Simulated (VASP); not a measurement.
# KBaI3 in VASP: a series of runs, part 3 of 3

VASP 6.6.1. The steps go on from the part before.

## 4. Single point, r2SCAN

This run uses another cell than the first one, of 60.67 Å³/atom.

POSCAR

```
KBaI3
1.0
    6.7191904481      0.0000000000      0.0000000000
    0.0000000000      6.7191904481      0.0000000000
    0.0000000000      0.0000000000      6.7191904481
K Ba I
1 1 3
Direct
    0.0000000000      0.0000000000      0.0000000000
    0.5000000000      0.5000000000      0.5000000000
    0.5000000000      0.5000000000      0.0000000000
    0.5000000000      0.0000000000      0.5000000000
    0.0000000000      0.5000000000      0.5000000000
```

INCAR.step1

```
ALGO     = Normal         # electronic algorithm
EDIFF    = 1E-5           # SCF threshold, eV
ENCUT    = 550            # plane-wave cutoff, eV
GGA      = PE             # functional
GGA_COMPAT= False        
ISMEAR   = 0              # smearing method
LASPH    = True           # aspherical terms in the spheres
LCHARG   = False          # write CHGCAR
LREAL    = False          # projectors in reciprocal space
LWAVE    = True           # write WAVECAR
NBANDS   = 28             # bands
NELM     = 120            # most SCF steps
PREC     = Accurate       # precision mode
SIGMA    = 0.01           # smearing width, eV
```

INCAR.step2

```
ALGO     = Normal         # electronic algorithm
EDIFF    = 1E-6           # SCF threshold, eV
ENCUT    = 550            # plane-wave cutoff, eV
GGA_COMPAT= False        
ISIF     = 2              # what is computed and relaxed
ISMEAR   = 0              # smearing method
ISTART   = 1            
LASPH    = True           # aspherical terms in the spheres
LCHARG   = False          # write CHGCAR
LMIXTAU  = True         
LREAL    = False          # projectors in reciprocal space
LWAVE    = False          # write WAVECAR
METAGGA  = R2SCAN         # meta-GGA
NBANDS   = 28             # bands
NELM     = 120            # most SCF steps
PREC     = Accurate       # precision mode
SIGMA    = 0.01           # smearing width, eV
```

KPOINTS

```
k-points
0
Gamma
  4 4 4
```

Potentials or basis: VASP PAW PBE potentials, release 64 (K_sv, Ba_sv, I).

On the command line:

```bash
cat potpaw_PBE.64/K_sv/POTCAR potpaw_PBE.64/Ba_sv/POTCAR potpaw_PBE.64/I/POTCAR > POTCAR
cp INCAR.step1 INCAR
mpirun -np 1 vasp_std > vasp.out
cp INCAR.step2 INCAR
mpirun -np 1 vasp_std > vasp.out
```

OUTCAR:

```text
EDIFF = 1E-6
   ENCUT = 550
   ISIF = 2
   ISMEAR = 0
   ISTART = 1
   LASPH = True
   LREAL = False
   METAGGA = R2SCAN
   NELM = 120
   PREC = Accurate

 ion  position               nearest neighbor table
   1  0.000  0.000  0.000-
   2  0.500  0.500  0.500-   3 3.36   4 3.36   5 3.36   3 3.36   4 3.36   5 3.36
   3  0.500  0.500  0.000-   2 3.36   2 3.36
   4  0.500  0.000  0.500-   2 3.36   2 3.36
   5  0.000  0.500  0.500-   2 3.36   2 3.36

  LATTYP: Found a simple cubic cell.
 ALAT       =     6.7191904481

  Lattice vectors:

 A1 = (   6.7191904481,   0.0000000000,   0.0000000000)
 A2 = (   0.0000000000,   6.7191904481,   0.0000000000)
 A3 = (   0.0000000000,   0.0000000000,   6.7191904481)

Analysis of symmetry for initial positions (statically):
=====================================================================
 Subroutine PRICEL returns:
 Original cell was already a primitive cell.

 Routine SETGRP: Setting up the symmetry group for a
 simple cubic supercell.

 Subroutine GETGRP returns: Found 48 space group operations
 (whereof 48 operations were pure point group operations)
 out of a pool of 48 trial point group operations.

The static configuration has the point symmetry O_h .

Analysis of symmetry for dynamics (positions and initial velocities):
=====================================================================
 Subroutine PRICEL returns:
 Original cell was already a primitive cell.

 Routine SETGRP: Setting up the symmetry group for a
 simple cubic supercell.

 Subroutine GETGRP returns: Found 48 space group operations
 (whereof 48 operations were pure point group operations)
 out of a pool of 48 trial point group operations.

The dynamic configuration has the point symmetry O_h .

 Subroutine INISYM returns: Found 48 space group operations
 (whereof 48 operations are pure point group operations),
 and found     1 'primitive' translations

----------------------------------------------------------------------------------------

                                     Primitive cell

  volume of cell :     303.3548

  direct lattice vectors                    reciprocal lattice vectors
     6.719190448  0.000000000  0.000000000     0.148827453  0.000000000  0.000000000
     0.000000000  6.719190448  0.000000000     0.000000000  0.148827453  0.000000000
     0.000000000  0.000000000  6.719190448     0.000000000  0.000000000  0.148827453

  length of vectors
     6.719190448  6.719190448  6.719190448     0.148827453  0.148827453  0.148827453

  position of ions in fractional coordinates (direct lattice)
     0.000000000  0.000000000  0.000000000
     0.500000000  0.500000000  0.500000000
     0.500000000  0.500000000  0.000000000
     0.500000000  0.000000000  0.500000000
     0.000000000  0.500000000  0.500000000

  ion indices of the primitive-cell ions
   primitive index   ion index
[... 23 lines left out ...]

  Shift w.r.t. Gamma in fractional coordinates (k-lattice)
     0.000000000  0.000000000  0.000000000

 Subroutine IBZKPT returns following result:
 ===========================================

 Found     10 irreducible k-points:

 Following reciprocal coordinates:
            Coordinates               Weight
  0.000000  0.000000  0.000000      1.000000
  0.250000  0.000000  0.000000      6.000000
  0.500000  0.000000  0.000000      3.000000
  0.250000  0.250000  0.000000     12.000000
  0.500000  0.250000  0.000000     12.000000
  0.500000  0.500000  0.000000      3.000000
  0.250000  0.250000  0.250000      8.000000
  0.500000  0.250000  0.250000     12.000000
  0.500000  0.500000  0.250000      6.000000
  0.500000  0.500000  0.500000      1.000000
   k-points           NKPTS =     10   k-points in BZ     NKDIM =     10   number of bands    NBANDS=     28
   number of dos      NEDOS =    301   number of ions     NIONS =      5
   total plane-waves  NPLWV = 157464
   dimension x,y,z NGX =    54 NGY =   54 NGZ =   54
   dimension x,y,z NGXF=   108 NGYF=  108 NGZF=  108
   ions per type =               1   1   3
   NGX,Y,Z   is equivalent  to a cutoff of  13.36, 13.36, 13.36 a.u.
   NGXF,Y,Z  is equivalent  to a cutoff of  26.72, 26.72, 26.72 a.u.
 SYSTEM =  unknown system
   PREC   = accura    normal or accurate (medium, high low for compatibility)
   ISTART =      1    job   : 0-new  1-cont  2-samecut
   ICHARG =      0    charge: 1-file 2-atom 10-const
   ISPIN  =      1    spin polarized calculation?
   LNONCOLLINEAR =      F non collinear calculations
   LSORBIT =      F    spin-orbit coupling
   LASPH  =      T    aspherical Exc in radial PAW
   ENCUT  =  550.0 eV  40.42 Ry    6.36 a.u.  12.85 12.85 12.85*2*pi/ulx,y,z
   NELM   =    120;   NELMIN=  2; NELMDL=  0     # of ELM steps
   EDIFF  = 0.1E-05   stopping-criterion for ELM
   LREAL  =      F    real-space projection
   EDIFFG = 0.1E-04   stopping-criterion for IOM
   NSW    =      0    number of steps for IOM
   IBRION =     -1    ionic relax: 0-MD 1-quasi-New 2-CG
   NFREE  =      0    steps in history (QN), initial steepest desc. (CG)
   ISIF   =      2    stress and relaxation
   ISYM   =      2    0-nonsym 1-usesym 2-fastsym
   POTIM  = 0.5000    time-step for ionic-motion
   TEBEG  =    0.0;   TEEND  =   0.0 temperature during run
   PSTRESS=    0.0 pullay stress
   NELECT =      40.0000    total number of electrons
   NUPDOWN=      -1.0000    fix difference up-down
   EMIN   =  10.00;   EMAX   =-10.00  energy-range for DOS
   EFERMI =   0.00;   METHOD = LEGACY
   ISMEAR =     0;   SIGMA  =   0.01  broadening in eV -4-tet -1-fermi 0-gaus
   EFERMI_NEDOS =   21; number of points for ismear=-14 and -15
   IALGO  =     38    algorithm
   IMIX   =      4    mixing-type and parameters
     AMIX     =   0.40;   BMIX     =  1.00
     AMIX_MAG =   1.60;   BMIX_MAG =  1.00
  volume/ion in A,a.u.               =      60.67       409.43
  Fermi-wavevector in a.u.,A,eV,Ry     =   0.833255  1.574623  9.446712  0.694314
  Thomas-Fermi vector in A             =   1.946448
   LORBIT       =      0    0 simple, 1 ext, 2 COOP (PROOUT), +10 PAW based schemes
   METAGGA = R2SCAN    functional components
   LHFCALC =     F    Hartree Fock is set to
   AEXX    =    0.0000 exact exchange contribution
   IVDW    =     0    specifies the selected vdW correction
   LEPSILON=     F    determine dielectric tensor
   LRPA    =     F    only Hartree local field effects (RPA)
 non-spin polarized calculation
 Gauss-broadening in eV      SIGMA  =   0.01
  energy-cutoff  :      550.00
  volume of cell :      303.35
 maximum number of plane-waves:      9008
 NGX is ok and might be reduce to    54
   NGX = 25   NGY = 25   NGZ = 25

 number of electron      39.9999997 magnetization

 Free energy of the ion-electron system (eV)
  ---------------------------------------------------
  ext. energy  EPLUGINS =         0.00000000
  ---------------------------------------------------
  free energy    TOTEN  =      -114.79643721 eV

  energy without entropy =     -114.79643721  energy(sigma->0) =     -114.79643721

 E-fermi :  -1.0471     XC(G=0):  -6.5617

 val. band max:       -1.1140145733   @ k =   0.5000   0.5000   0.5000
 cond. band min:       2.6410581866   @ k =   0.0000   0.0000   0.0000
 fundamental gap:      3.7550727598
 Fermi energy:        -1.0471049440

 k-point     1 :       0.0000    0.0000    0.0000
  band No.  band energies     occupation
      1     -32.6793      2.00000
      2     -28.0775      2.00000
      3     -15.3428      2.00000
      4     -15.3428      2.00000
      5     -15.3428      2.00000
      6     -12.9549      2.00000
[... 299 lines left out ...]
     27       5.3860      0.00000
     28       6.4251      0.00000

------------------------ aborting loop because EDIFF is reached ----------------------------------------

  FORCE on cell =-STRESS in cart. coord.  units (eV):
  Direction    XX          YY          ZZ          XY          YZ          ZX
  --------------------------------------------------------------------------------------
  -------------------------------------------------------------------------------------
  Total        0.2598248      0.2598248      0.2598248      0.0000000      0.0000000      0.0000000
  in kB        1.3722722      1.3722722      1.3722722      0.0000000      0.0000000      0.0000000
  external PRESSURE =       1.3722722 kB  Pullay stress =       0.0000000 kB

 VOLUME and BASIS-vectors are now :
 -----------------------------------------------------------------------------
  energy-cutoff  :      550.00
  volume of cell :      303.35
      direct lattice vectors                 reciprocal lattice vectors
     6.719190448  0.000000000  0.000000000     0.148827453  0.000000000  0.000000000
     0.000000000  6.719190448  0.000000000     0.000000000  0.148827453  0.000000000
     0.000000000  0.000000000  6.719190448     0.000000000  0.000000000  0.148827453

 POSITION                                       TOTAL-FORCE (eV/Angst)
 -----------------------------------------------------------------------------------
      0.00000      0.00000      0.00000         0.000000      0.000000      0.000000
      3.35960      3.35960      3.35960         0.000000      0.000000      0.000000
      3.35960      3.35960      0.00000         0.000000      0.000000      0.000000
      3.35960      0.00000      3.35960         0.000000      0.000000      0.000000
      0.00000      3.35960      3.35960         0.000000      0.000000      0.000000
 -----------------------------------------------------------------------------------
    total drift:                               -0.000000      0.000000      0.000000

  FREE ENERGIE OF THE ION-ELECTRON SYSTEM (eV)
  ---------------------------------------------------
  free  energy   TOTEN  =      -114.7964372140 eV

  energy  without entropy=     -114.7964372140  energy(sigma->0) =     -114.79643721
```

Run time: 5.4 min. Hardware: 1 thread of AMD EPYC 7R43 (Zen 3), shared host; peak memory 0.42 GiB.

Results:

| Property | Result |
| --- | --- |
| Free energy | -114.7964 eV |
| Pressure | 0.1 GPa |
| Band gap on the k mesh | 3.76 eV (least direct gap 3.94 eV) |

Levels at points of the mesh, in eV from the valence-band top:
```tsv
k point	band 16	band 17	band 18	band 19	band 20	band 21	band 22	band 23	band 24	band 25
(0.00, 0.00, 0.00)	-0.40	-0.40	-0.18	-0.18	-0.18	3.76	4.50	4.50	4.50	5.87
(0.50, 0.00, 0.00)	-0.65	-0.65	-0.48	-0.24	-0.24	4.60	5.00	5.22	5.53	5.53
(0.50, 0.50, 0.00)	-0.65	-0.60	-0.60	-0.55	-0.01	5.32	5.62	5.62	6.03	6.22
(0.50, 0.50, 0.50)	-1.22	-1.22	0.00	0.00	0.00	4.54	6.14	6.14	6.14	6.50
```

Caveat: the PAW data sets were made with another functional, which shifts forces and pressure a little; spin-orbit coupling is left out, which moves the levels of the heavy elements. A k mesh can miss the band edges.

## 5. The runs side by side

| level | cell | cutoff (eV) | smearing | gap on the mesh (eV) | pressure (GPa) |
| --- | --- | --- | --- | --- | --- |
| r2SCAN | a = 6.585 Å, 5 atoms | 550 | gaussian 0.01 eV | 3.78 | 1.0 |
| PBE | a = 6.719, b = 6.719, c = 6.686 Å, 5 atoms | 500 | fermi-dirac 0.02 eV | 3.09 | 0.3 |
| r2SCAN | a = 6.719 Å, 5 atoms | 550 | gaussian 0.01 eV | 3.76 | 0.1 |

Alike in all rows: task single point; potentials or basis VASP PAW PBE potentials, release 64 (K_sv, Ba_sv, I); no spin polarisation; k mesh 4 × 4 × 4.

Caveats: spin-orbit coupling is left out, which moves the levels of the heavy elements; the PAW data sets were made with another functional, which shifts forces and pressure a little (at least some runs).

Absolute energies hang on the potentials; compare differences alone.
